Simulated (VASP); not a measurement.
# Ce (Im-3m) in VASP: further runs, part 2 of 2

VASP 6.6.1. Earlier steps stand in the parts before.

## Step 5: Single point, PBE+U, collinear spin, ferromagnetic start (37.09 Å³/atom)

This run uses another cell than the first one, of 37.09 Å³/atom.

File INCAR:

```
SYSTEM = Ce
PREC     = Accurate       ! precision mode
ENCUT    = 500            ! plane-wave cutoff, eV
EDIFF    = 1E-6           ! SCF threshold, eV
ISMEAR   = 0              ! smearing method
SIGMA    = 0.05           ! smearing width, eV
LREAL    = .False.        ! projectors in reciprocal space
LASPH    = .True.         ! aspherical terms in the spheres
NELM     = 200            ! most SCF steps
ALGO     = Normal         ! electronic algorithm
ISIF     = 2              ! what is computed and relaxed
LWAVE    = .False.        ! write WAVECAR
LCHARG   = .False.        ! write CHGCAR
ISPIN    = 2              ! spin polarisation
MAGMOM   = 1.53           ! initial moments
LORBIT   = 11             ! projections on sites
LMAXMIX  = 6              ! l up to which the mixer works
LDAU     = .True.         ! DFT+U
LDAUTYPE = 2            
LDAUL    = 3              ! shell
LDAUU    = 5              ! U, eV
LDAUJ    = 0            
LDAUPRINT= 1            
GGA      = PE             ! functional
NBANDS   = 16             ! bands
GGA_COMPAT= .False.
```

File KPOINTS:

```
Automatic mesh
0
Gamma
  8 8 8
  0 0 0
```

File POSCAR:

```
Ce
1.0
   -2.1009024752      2.1009024752      2.1009024752
    2.1009024752     -2.1009024752      2.1009024752
    2.1009024752      2.1009024752     -2.1009024752
Ce
1
Direct
    0.0000000000      0.0000000000      0.0000000000
```

Started as:

```console
cat potpaw_PBE.64/Ce/POTCAR > POTCAR
mpirun -np 1 vasp_std > vasp.out
```

Run time: 2.9 min. Hardware: 1 thread of AMD EPYC 7R13, shared host; peak memory 0.17 GiB.

The run converged. Its results:

```yaml
Free_energy: -3.6075 eV
Pressure: -8.1 GPa
Band_gap_on_the_k_mesh: zero (filled and empty bands overlap)
Net_moment: 0.00 μB per cell
Valence_electrons_inside_the_program's_atomic_spheres: Ce 9.47
```

Levels at points of the mesh, in eV from the Fermi level:
Spin up:
```
           k point  band 2  band 3  band 4  band 5  band 6  band 7  band 8  band 9  band 10  band 11
(0.00, 0.00, 0.00)  -17.78  -17.78  -17.78   -3.41    0.09    0.09    0.09    0.95     0.95     0.95
(0.50, 0.00, 0.00)  -18.82  -18.11  -17.79   -1.85   -0.29    0.18    0.33    0.40     0.76     0.76
(0.50, 0.50, 0.50)  -18.49  -18.49  -18.49   -1.80   -1.80    0.51    0.51    0.51     0.67     0.71
```
Spin down:
| k point | band 2 | band 3 | band 4 | band 5 | band 6 | band 7 | band 8 | band 9 | band 10 | band 11 |
| --- | --- | --- | --- | --- | --- | --- | --- | --- | --- | --- |
| (0.00, 0.00, 0.00) | -17.78 | -17.78 | -17.78 | -3.41 | 0.09 | 0.09 | 0.09 | 0.95 | 0.95 | 0.95 |
| (0.50, 0.00, 0.00) | -18.82 | -18.11 | -17.79 | -1.84 | -0.29 | 0.18 | 0.33 | 0.41 | 0.76 | 0.76 |
| (0.50, 0.50, 0.50) | -18.49 | -18.49 | -18.49 | -1.80 | -1.80 | 0.51 | 0.51 | 0.51 | 0.67 | 0.71 |

Eigenvalues of the final occupation matrices:
```tsv
site	spin	trace	eigenvalues
site 1 f	1	0.34	0.00 0.01 0.01 0.01 0.10 0.10 0.10
site 1 f	2	0.34	0.00 0.01 0.01 0.01 0.10 0.10 0.10
```

Caveat: the magnetic or orbital state may not be the lowest; the cell stands under tension; spin-orbit coupling is left out, which moves the levels of the heavy elements.

## Step 6: Single point, PBE+U, collinear spin, ferromagnetic start (37.58 Å³/atom)

This run uses another cell than the first one, of 37.58 Å³/atom.

File INCAR:

```
ALGO     = Normal         # electronic algorithm
EDIFF    = 1E-6           # SCF threshold, eV
ENCUT    = 500            # plane-wave cutoff, eV
GGA      = PE             # functional
GGA_COMPAT= False        
ISIF     = 2              # what is computed and relaxed
ISMEAR   = 0              # smearing method
ISPIN    = 2              # spin polarisation
LASPH    = True           # aspherical terms in the spheres
LCHARG   = True           # write CHGCAR
LDAU     = True           # DFT+U
LDAUJ    = 0            
LDAUL    = 3              # shell
LDAUPRINT= 1            
LDAUTYPE = 2            
LDAUU    = 5              # U, eV
LELF     = True           # ELF
LMAXMIX  = 6              # l up to which the mixer works
LORBIT   = 11             # projections on sites
LREAL    = False          # projectors in reciprocal space
LVHAR    = True         
LWAVE    = False          # write WAVECAR
MAGMOM   = 1.53           # initial moments
NBANDS   = 16             # bands
NELM     = 200            # most SCF steps
PREC     = Accurate       # precision mode
SIGMA    = 0.05           # smearing width, eV
```

File KPOINTS:

```
k-points
0
Gamma
  8 8 8
```

File POSCAR:

```
Ce
1.0
   -2.1100634439      2.1100634439      2.1100634439
    2.1100634439     -2.1100634439      2.1100634439
    2.1100634439      2.1100634439     -2.1100634439
Ce
1
Direct
    0.0000000000      0.0000000000      0.0000000000
```

Potentials or basis: VASP PAW PBE potentials, release 64 (Ce).

Started as:

```console
cat potpaw_PBE.64/Ce/POTCAR > POTCAR
mpirun -np 1 vasp_std > vasp.out
```

It took 3.2 min on 1 thread of AMD EPYC 7R13, shared host; peak memory 0.17 GiB.

It converged, with:

| Quantity | Value |
| --- | --- |
| Free energy | -3.5839 eV |
| Pressure | -8.2 GPa |
| Band gap on the k mesh | zero (filled and empty bands overlap) |
| Net moment | 0.00 μB per cell |
| Valence electrons inside the program's atomic spheres | Ce 9.46 |

Levels at points of the mesh, in eV from the Fermi level:
Spin up:
```tsv
k point	band 2	band 3	band 4	band 5	band 6	band 7	band 8	band 9	band 10	band 11
(0.00, 0.00, 0.00)	-17.81	-17.81	-17.81	-3.41	0.09	0.09	0.09	0.95	0.95	0.95
(0.50, 0.00, 0.00)	-18.81	-18.13	-17.82	-1.82	-0.27	0.18	0.32	0.39	0.76	0.76
(0.50, 0.50, 0.50)	-18.50	-18.50	-18.50	-1.76	-1.76	0.50	0.50	0.50	0.68	0.71
```
Spin down:
```tsv
k point	band 2	band 3	band 4	band 5	band 6	band 7	band 8	band 9	band 10	band 11
(0.00, 0.00, 0.00)	-17.81	-17.81	-17.81	-3.41	0.09	0.09	0.09	0.95	0.95	0.95
(0.50, 0.00, 0.00)	-18.81	-18.13	-17.82	-1.82	-0.27	0.18	0.32	0.39	0.76	0.76
(0.50, 0.50, 0.50)	-18.50	-18.50	-18.50	-1.76	-1.76	0.50	0.50	0.50	0.68	0.71
```

Eigenvalues of the final occupation matrices:
```
    site  spin  trace                         eigenvalues
site 1 f     1   0.34  0.00 0.01 0.01 0.01 0.10 0.10 0.10
site 1 f     2   0.34  0.00 0.01 0.01 0.01 0.10 0.10 0.10
```

Caveat: the magnetic or orbital state may not be the lowest; the cell stands under tension; spin-orbit coupling is left out, which moves the levels of the heavy elements.

## Step 7: Summary

| cell | k mesh | gap on the mesh (eV) | pressure (GPa) | moment (μB) |
| --- | --- | --- | --- | --- |
| a = 3.547 Å, angles 109.5°, 1 atom | 5 × 5 × 5 | none | -6.1 | 0.00 |
| a = 3.566 Å, angles 109.5°, 1 atom | 8 × 8 × 8 | none | -7.0 | 0.00 |
| a = 3.613 Å, angles 109.5°, 1 atom | 8 × 8 × 8 | none | -7.5 | 0.00 |
| a = 3.639 Å, angles 109.5°, 1 atom | 8 × 8 × 8 | none | -8.1 | 0.00 |
| a = 3.655 Å, angles 109.5°, 1 atom | 8 × 8 × 8 | none | -8.2 | 0.00 |

Alike in all rows: task single point; level PBE+U; potentials or basis VASP PAW PBE potentials, release 64 (Ce); spin collinear, ferromagnetic start; Ce f U = 5.0 eV; cutoff (eV) 500; smearing gaussian 0.05 eV.

Caveats: some runs use coarse meshes; the magnetic or orbital state may not be the lowest; spin-orbit coupling is left out, which moves the levels of the heavy elements; the cell stands under tension (at least some runs).

Absolute energies hang on the potentials; compare differences alone.
